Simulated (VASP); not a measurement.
# Ta (Immm) in VASP: a series of runs

The runs below take Ta through single point, with PBEsol.

Everything below comes from runs of VASP 6.6.1. Logs are shortened: lines on timing, memory, paths and dates and some standing lists are left out, and cuts for length are marked.

## Step 1: The cell of the first run

It takes space group Immm (No. 71, orthorhombic). The conventional cell has a = 3.160 Å, b = 3.280 Å, c = 3.773 Å, α = 90.00°, β = 90.00°, γ = 90.00°. Within 3.9 Å of Ta (site symmetry mmm) lie 14 Ta at 2.96 to 3.77 Å.

## Step 2: Single point, PBEsol (normal strain along x -0.0367, normal strain along z +0.1500)

File INCAR:

```
ALGO = Fast ; EDIFF = 1E-7
ENCUT = 520 ; GGA = PS
ISIF = 2 ; ISMEAR = 0
LASPH = True ; LCHARG = False
LREAL = False ; LWAVE = False
NBANDS = 12 ; NELM = 80
PREC = Accurate ; SIGMA = 0.15
```

File KPOINTS:

```
k-points
0
Gamma
  20 20 20
```

File POSCAR:

```
Ta
1.0
   -1.5800322441      1.6402286350      1.8862629302
    1.5800322441     -1.6402286350      1.8862629302
    1.5800322441      1.6402286350     -1.8862629302
Ta
1
Direct
    0.0000000000      0.0000000000      0.0000000000
```

Potentials or basis: VASP PAW PBE potentials, release 64 (Ta_pv).

Run with:

```
cat potpaw_PBE.64/Ta_pv/POTCAR > POTCAR
mpirun -np 1 vasp_std > vasp.out
```

OUTCAR:

```text
EDIFF = 1E-7
   ENCUT = 520
   GGA = PS
   ISIF = 2
   ISMEAR = 0
   LASPH = True
   LREAL = False
   NELM = 80
   PREC = Accurate

 ion  position               nearest neighbor table
   1  0.000  0.000  0.000-

  LATTYP: Found a body centered orthorhombic cell.
 ALAT       =     3.1600644882
 B/A-ratio  =     1.0380982041
 C/A-ratio  =     1.1938129347

  Lattice vectors:

 A1 = (  -1.5800322441,   1.6402286350,   1.8862629302)
 A2 = (   1.5800322441,  -1.6402286350,   1.8862629302)
 A3 = (   1.5800322441,   1.6402286350,  -1.8862629302)

Analysis of symmetry for initial positions (statically):
=====================================================================
 Subroutine PRICEL returns:
 Original cell was already a primitive cell.

 Routine SETGRP: Setting up the symmetry group for a
 body centered orthorhombic supercell.

 Subroutine GETGRP returns: Found  8 space group operations
 (whereof  8 operations were pure point group operations)
 out of a pool of  8 trial point group operations.

The static configuration has the point symmetry D_2h.

Analysis of symmetry for dynamics (positions and initial velocities):
=====================================================================
 Subroutine PRICEL returns:
 Original cell was already a primitive cell.

 Routine SETGRP: Setting up the symmetry group for a
 body centered orthorhombic supercell.

 Subroutine GETGRP returns: Found  8 space group operations
 (whereof  8 operations were pure point group operations)
 out of a pool of  8 trial point group operations.

The dynamic configuration has the point symmetry D_2h.

 Subroutine INISYM returns: Found  8 space group operations
 (whereof  8 operations are pure point group operations),
 and found     1 'primitive' translations

----------------------------------------------------------------------------------------

                                     Primitive cell

  volume of cell :      19.5539

  direct lattice vectors                    reciprocal lattice vectors
    -1.580032244  1.640228635  1.886262930     0.000000000  0.304835551  0.265074392
     1.580032244 -1.640228635  1.886262930     0.316449238  0.000000000  0.265074392
     1.580032244  1.640228635 -1.886262930     0.316449238  0.304835551  0.000000000

  length of vectors
     2.957167515  2.957167515  2.957167515     0.403966764  0.412800865  0.439391436

  position of ions in fractional coordinates (direct lattice)
     0.000000000  0.000000000  0.000000000

  ion indices of the primitive-cell ions
   primitive index   ion index
                 1           1

----------------------------------------------------------------------------------------

 KPOINTS: k-points

Automatic generation of k-mesh.
 Grid dimensions read from file:
 generate k-points for:   20   20   20

 Generating k-lattice:

  Cartesian coordinates                     Fractional coordinates (reciprocal lattice)
     0.000000000  0.015241778  0.013253720     0.050000000  0.000000000  0.000000000
     0.015822462  0.000000000  0.013253720     0.000000000  0.050000000 -0.000000000
     0.015822462  0.015241778  0.000000000     0.000000000 -0.000000000  0.050000000

  Length of vectors
     0.020198338  0.020640043  0.021969572

  Shift w.r.t. Gamma in fractional coordinates (k-lattice)
     0.000000000  0.000000000  0.000000000

 Subroutine IBZKPT returns following result:
 ===========================================

 Found   1166 irreducible k-points:

 Following reciprocal coordinates:
            Coordinates               Weight
  0.000000  0.000000  0.000000      1.000000
  0.050000 -0.000000  0.000000      4.000000
  0.100000 -0.000000  0.000000      4.000000
  0.150000  0.000000  0.000000      4.000000
  0.200000 -0.000000  0.000000      4.000000
  0.250000 -0.000000  0.000000      4.000000
[... 16 lines left out ...]
 -0.450000  0.050000 -0.000000      8.000000
 -0.400000  0.050000 -0.000000      8.000000
 [... further k-points ...]
   k-points           NKPTS =   1166   k-points in BZ     NKDIM =   1166   number of bands    NBANDS=     12
   number of dos      NEDOS =    301   number of ions     NIONS =      1
   total plane-waves  NPLWV =  13824
   dimension x,y,z NGX =    24 NGY =   24 NGZ =   24
   dimension x,y,z NGXF=    48 NGYF=   48 NGZF=   48
   ions per type =               1
   NGX,Y,Z   is equivalent  to a cutoff of  13.49, 13.49, 13.49 a.u.
   NGXF,Y,Z  is equivalent  to a cutoff of  26.98, 26.98, 26.98 a.u.
 SYSTEM =  unknown system
   PREC   = accura    normal or accurate (medium, high low for compatibility)
   ISTART =      0    job   : 0-new  1-cont  2-samecut
   ICHARG =      2    charge: 1-file 2-atom 10-const
   ISPIN  =      1    spin polarized calculation?
   LNONCOLLINEAR =      F non collinear calculations
   LSORBIT =      F    spin-orbit coupling
   LASPH  =      T    aspherical Exc in radial PAW
   ENCUT  =  520.0 eV  38.22 Ry    6.18 a.u.   5.50  5.50  5.50*2*pi/ulx,y,z
   NELM   =     80;   NELMIN=  2; NELMDL= -5     # of ELM steps
   EDIFF  = 0.1E-06   stopping-criterion for ELM
   LREAL  =      F    real-space projection
   EDIFFG = 0.1E-05   stopping-criterion for IOM
   NSW    =      0    number of steps for IOM
   IBRION =     -1    ionic relax: 0-MD 1-quasi-New 2-CG
   NFREE  =      0    steps in history (QN), initial steepest desc. (CG)
   ISIF   =      2    stress and relaxation
   ISYM   =      2    0-nonsym 1-usesym 2-fastsym
   POTIM  = 0.5000    time-step for ionic-motion
   TEBEG  =    0.0;   TEEND  =   0.0 temperature during run
   PSTRESS=    0.0 pullay stress
   NELECT =      11.0000    total number of electrons
   NUPDOWN=      -1.0000    fix difference up-down
   EMIN   =  10.00;   EMAX   =-10.00  energy-range for DOS
   EFERMI =   0.00;   METHOD = LEGACY
   ISMEAR =     0;   SIGMA  =   0.15  broadening in eV -4-tet -1-fermi 0-gaus
   EFERMI_NEDOS =   21; number of points for ismear=-14 and -15
   IALGO  =     68    algorithm
   IMIX   =      4    mixing-type and parameters
     AMIX     =   0.40;   BMIX     =  1.00
     AMIX_MAG =   1.60;   BMIX_MAG =  1.00
  volume/ion in A,a.u.               =      19.55       131.96
  Fermi-wavevector in a.u.,A,eV,Ry     =   1.351434  2.553840 24.849329  1.826374
  Thomas-Fermi vector in A             =   2.478856
   LORBIT       =      0    0 simple, 1 ext, 2 COOP (PROOUT), +10 PAW based schemes
   GGA     = PS    functional components
   LHFCALC =     F    Hartree Fock is set to
   AEXX    =    0.0000 exact exchange contribution
   IVDW    =     0    specifies the selected vdW correction
   LEPSILON=     F    determine dielectric tensor
   LRPA    =     F    only Hartree local field effects (RPA)
 non-spin polarized calculation
 RMM-DIIS sequential band-by-band and
 Gauss-broadening in eV      SIGMA  =   0.15
  energy-cutoff  :      520.00
  volume of cell :       19.55
 maximum number of plane-waves:       540
 NGX is ok and might be reduce to    24
   NGX = 11   NGY = 11   NGZ = 11

 number of electron      10.9999999 magnetization

 Free energy of the ion-electron system (eV)
  ---------------------------------------------------
  ext. energy  EPLUGINS =         0.00000000
  ---------------------------------------------------
  free energy    TOTEN  =       -12.37146666 eV

  energy without entropy =      -12.35501271  energy(sigma->0) =      -12.36323968

 E-fermi :   4.8006     XC(G=0): -12.3121

 val. band max:        4.7987230473   @ k =  -0.1000  -0.2500   0.0500
 cond. band min:       4.8051273185   @ k =  -0.4000   0.3000  -0.0000
 fundamental gap:      0.0064042713
 Fermi energy:         4.8006368724

 k-point     1 :       0.0000    0.0000    0.0000
  band No.  band energies     occupation
      1     -28.6816      2.00000
      2     -28.6757      2.00000
      3     -28.6576      2.00000
      4      -2.9262      2.00000
      5       4.8387      0.71985
      6       5.3491      0.00000
      7       6.6964      0.00000
      8       7.0218      0.00000
      9       9.1361      0.00000
     10      17.9678      0.00000
     11      20.0360      0.00000
     12      20.8096      0.00000

 k-point     2 :       0.0500   -0.0000    0.0000
  band No.  band energies     occupation
      1     -28.7023      2.00000
      2     -28.6784      2.00000
      3     -28.6631      2.00000
      4      -2.8308      2.00000
      5       4.8324      0.76447
      6       5.3825      0.00000
      7       6.6973      0.00000
      8       6.9662      0.00000
      9       9.0888      0.00000
     10      18.1567      0.00000
     11      20.0944      0.00000
     12      20.9722      0.00000

 k-point     3 :       0.1000   -0.0000    0.0000
  band No.  band energies     occupation
      1     -28.7696      2.00000
      2     -28.6792      2.00000
      3     -28.6785      2.00000
      4      -2.5515      2.00000
      5       4.7974      1.02457
      6       5.4406      0.00000
      7       6.7496      0.00000
      8       6.8405      0.00000
      9       8.9682      0.00000
     10      18.6570      0.00000
     11      20.1473      0.00000
     12      21.4481      0.00000
[... 286 lines left out ...]
 k-point    23 :      -0.4500    0.0500   -0.0000
  band No.  band energies     occupation
      1     -29.5254      2.00000
      2     -28.8764      2.00000
      3     -28.6877      2.00000
      4       0.5744      2.00000
      5       4.3984      1.99985
      6       5.0656      0.01248
      7       6.7535      0.00000
      8       9.3083      0.00000
      9      10.8999      0.00000
     10      15.0467      0.00000
     11      17.2479      0.00000
     12      19.0528      0.00000

 k-point    24 :      -0.4000    0.0500   -0.0000
  band No.  band energies     occupation
      1     -29.4508      2.00000
      2     -28.8551      2.00000
      3     -28.6893      2.00000
      4       0.3879      2.00000
      5       4.5125      1.99340
      6       4.6588      1.81882
      7       6.7802      0.00000
      8       9.1836      0.00000
      9      10.1772      0.00000
     10      15.8582      0.00000
     11      17.7688      0.00000
     12      19.0547      0.00000

 [... further k-points ...]
[... 5 lines left out ...]
  --------------------------------------------------------------------------------------
  -------------------------------------------------------------------------------------
  Total       -1.4168319     -1.5252476     -2.7711059      0.0000000      0.0000000      0.0000000
  in kB     -116.0904083   -124.9736260   -227.0550398      0.0000000      0.0000000      0.0000000
  external PRESSURE =    -156.0396914 kB  Pullay stress =       0.0000000 kB

 VOLUME and BASIS-vectors are now :
 -----------------------------------------------------------------------------
  energy-cutoff  :      520.00
  volume of cell :       19.55
      direct lattice vectors                 reciprocal lattice vectors
    -1.580032244  1.640228635  1.886262930     0.000000000  0.304835551  0.265074392
     1.580032244 -1.640228635  1.886262930     0.316449238  0.000000000  0.265074392
     1.580032244  1.640228635 -1.886262930     0.316449238  0.304835551  0.000000000

 POSITION                                       TOTAL-FORCE (eV/Angst)
 -----------------------------------------------------------------------------------
      0.00000      0.00000      0.00000        -0.000000      0.000000      0.000000
 -----------------------------------------------------------------------------------
    total drift:                                0.000000      0.000000      0.000000

  FREE ENERGIE OF THE ION-ELECTRON SYSTEM (eV)
  ---------------------------------------------------
  free  energy   TOTEN  =       -12.3714666605 eV

  energy  without entropy=      -12.3550127077  energy(sigma->0) =      -12.36323968
```

It took 1.9 min on 1 thread of Intel Xeon 6975P-C (Granite Rapids), shared host; peak memory 0.36 GiB.

What came out:

| Property | Result |
| --- | --- |
| Free energy | -12.3715 eV |
| Pressure | -15.6 GPa |

Levels at points of the mesh, in eV from the Fermi level:
```csv
k point,band 2,band 3,band 4,band 5,band 6,band 7,band 8,band 9
"(0.00, 0.00, 0.00)",-33.48,-33.46,-7.73,0.04,0.55,1.90,2.22,4.34
"(0.50, 0.00, 0.00)",-33.68,-33.48,-4.24,-0.44,0.77,1.82,4.51,6.52
"(0.00, 0.50, 0.00)",-33.72,-33.51,-4.17,-0.95,1.05,2.12,5.14,6.48
"(0.50, 0.50, 0.00)",-33.83,-33.58,-4.06,-2.43,1.91,4.71,5.39,7.01
"(0.50, 0.50, 0.50)",-34.01,-33.94,-3.70,-3.23,5.37,5.77,6.23,6.35
```

Caveat: the cell differs from its parent crystal (normal strain along x -0.0367, normal strain along z +0.1500); the PAW data sets were made with another functional, which shifts forces and pressure a little; spin-orbit coupling is left out, which moves the levels of the heavy elements.

## Step 3: Single point, PBEsol (normal strain along x +0.0733, normal strain along z +0.0500)

File INCAR:

```
SYSTEM = Ta
PREC     = Accurate       ! precision mode
ENCUT    = 520            ! plane-wave cutoff, eV
EDIFF    = 1E-7           ! SCF threshold, eV
ISMEAR   = 0              ! smearing method
SIGMA    = 0.15           ! smearing width, eV
LREAL    = .FALSE.        ! projectors in reciprocal space
LASPH    = .TRUE.         ! aspherical terms in the spheres
NELM     = 80             ! most SCF steps
ALGO     = Fast           ! electronic algorithm
ISIF     = 2              ! what is computed and relaxed
LWAVE    = .FALSE.        ! write WAVECAR
LCHARG   = .FALSE.        ! write CHGCAR
GGA      = PS             ! functional
NBANDS   = 12             ! bands
```

File KPOINTS:

```
regular mesh
0
G
  20 20 20
  0 0 0
```

File POSCAR:

```
Ta
1.0
   -1.7604573939      1.6402286350      1.7222400668
    1.7604573939     -1.6402286350      1.7222400668
    1.7604573939      1.6402286350     -1.7222400668
Ta
1
Direct
    0.0000000000      0.0000000000      0.0000000000
```

Potentials or basis: VASP PAW PBE potentials, release 64 (Ta_pv).

Run with:

```
cat potpaw_PBE.64/Ta_pv/POTCAR > POTCAR
mpirun -np 1 vasp_std > vasp.out
```

Run time: 2 min. Hardware: 1 thread of Intel Xeon 6975P-C (Granite Rapids), shared host; peak memory 0.37 GiB.

The run converged. Its results:

| Quantity | Value |
| --- | --- |
| Free energy | -12.3986 eV |
| Pressure | -19.3 GPa |

Stress tensor (GPa, compression positive):
```
-21.53   0.00   0.00
  0.00 -16.64   0.00
  0.00   0.00 -19.78
```

Levels at points of the mesh, in eV from the Fermi level:
```tsv
k point	band 1	band 2	band 3	band 4	band 5	band 6	band 7	band 8	band 9	band 10
(0.00, 0.00, 0.00)	-33.44	-33.44	-33.43	-7.55	0.26	0.84	1.06	3.09	4.06	14.08
(0.50, 0.00, 0.00)	-34.28	-33.74	-33.47	-3.95	-1.64	1.41	3.73	4.77	6.89	10.32
(0.00, 0.50, 0.00)	-34.29	-33.68	-33.42	-4.04	-0.81	0.95	2.82	4.09	6.74	9.94
(0.50, 0.50, 0.00)	-34.28	-33.72	-33.46	-3.97	-1.40	1.28	3.31	4.72	6.81	10.19
(0.50, 0.50, 0.50)	-34.09	-34.05	-33.96	-3.36	-3.20	5.93	6.01	6.19	7.04	7.57
```

Caveat: the cell differs from its parent crystal (normal strain along x +0.0733, normal strain along z +0.0500); the PAW data sets were made with another functional, which shifts forces and pressure a little; spin-orbit coupling is left out, which moves the levels of the heavy elements.

## Step 4: Single point, PBEsol (normal strain along x +0.0367, normal strain along z +0.1000)

File INCAR:

```
SYSTEM = Ta
PREC = Accurate
ENCUT = 520
EDIFF = 1E-7
ISMEAR = 0
SIGMA = 0.15
LREAL = .False.
LASPH = .True.
NELM = 60
ALGO = Fast
ISIF = 2
LWAVE = .False.
LCHARG = .False.
GGA = PS
NBANDS = 12
```

File KPOINTS:

```
Automatic mesh
0
Gamma
  20 20 20
  0 0 0
```

File POSCAR:

```
Ta
1.0
   -1.7004250259      1.6402286350      1.8042514985
    1.7004250259     -1.6402286350      1.8042514985
    1.7004250259      1.6402286350     -1.8042514985
Ta
1
Direct
    0.0000000000      0.0000000000      0.0000000000
```

Run with:

```
cat potpaw_PBE.64/Ta_pv/POTCAR > POTCAR
mpirun -np 1 vasp_std > vasp.out
```

Wall time 2 min (1 thread of Intel Xeon 6975P-C (Granite Rapids), shared host); peak memory 0.37 GiB.

It converged, with:

- Free energy: -12.3599 eV
- Pressure: -20.6 GPa

Stress tensor (GPa, compression positive):
```
-19.74   0.00   0.00
  0.00 -17.95   0.00
  0.00   0.00 -24.16
```

Levels at points of the mesh, in eV from the Fermi level:
| k point | band 2 | band 3 | band 4 | band 5 | band 6 | band 7 | band 8 | band 9 |
| --- | --- | --- | --- | --- | --- | --- | --- | --- |
| (0.00, 0.00, 0.00) | -33.50 | -33.49 | -7.52 | 0.25 | 0.68 | 1.27 | 2.89 | 4.08 |
| (0.50, 0.00, 0.00) | -33.75 | -33.51 | -3.95 | -1.18 | 1.13 | 2.91 | 4.66 | 6.61 |
| (0.00, 0.50, 0.00) | -33.72 | -33.49 | -4.01 | -0.74 | 0.89 | 2.60 | 4.14 | 6.58 |
| (0.50, 0.50, 0.00) | -33.80 | -33.54 | -3.89 | -1.82 | 1.49 | 4.00 | 4.79 | 6.82 |
| (0.50, 0.50, 0.50) | -34.05 | -33.99 | -3.34 | -3.12 | 5.77 | 5.97 | 6.10 | 6.45 |

Caveat: the cell differs from its parent crystal (normal strain along x +0.0367, normal strain along z +0.1000); the PAW data sets were made with another functional, which shifts forces and pressure a little; spin-orbit coupling is left out, which moves the levels of the heavy elements.

(Continued in part 2 of 2.)
